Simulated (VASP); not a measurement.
The system is TiO.

```
CELL_PARAMETERS angstrom
2.85161 0.00000 0.00000
-1.42580 2.46956 0.00000
0.00000 0.00000 5.56750
ATOMIC_POSITIONS crystal
Ti 0.33333 0.66667 0.25000
Ti 0.66667 0.33333 0.75000
O 0.00000 0.00000 0.00000
O 0.00000 0.00000 0.50000
```

```yaml
Program: VASP 6.6.1
Task: relaxation of cell and atoms
Functional: r2SCAN
Potentials_or_basis: VASP PAW PBE potentials, release 64 (Ti_sv, O)
Cutoff: 600 eV
k_mesh: 18 × 18 × 8
Occupations: gaussian, width 0.1 eV
Spin: no spin polarisation
```

At the start: pressure -3.9 GPa; volume 9.80 Å³/atom.

Question: How do energy, volume and symmetry change on relaxing?

Answer: Over 5 steps the energy falls by 2.1 meV/atom and the volume is 9.65 Å³/atom (-1.6 %); space group P6_3/mmc (No. 194, to 0.1 Å) before and after.

The path:
```
step  energy change (eV)  largest force (eV/Å)  pressure (GPa)  volume (Å³)
   1              0.0000                0.0000           -3.88        39.21
   2              0.0019                0.0000            4.76        37.87
   3             -0.0082                0.0000            0.13        38.57
   4             -0.0081                0.0000            0.00        38.58
   5             -0.0084                0.0000           -0.08        38.59
```

Final structure:
```
Ti O
1.0
     2.83197    0.00000    0.00000
    -1.41598    2.45255    0.00000
     0.00000    0.00000    5.55627
Ti O
2 2
Cartesian
  0.0000 1.6350 1.3891
  1.4160 0.8175 4.1672
  0.0000 0.0000 5.5563
  0.0000 0.0000 2.7781
```

Caveat: the PAW data sets were made with another functional, which shifts forces and pressure a little.
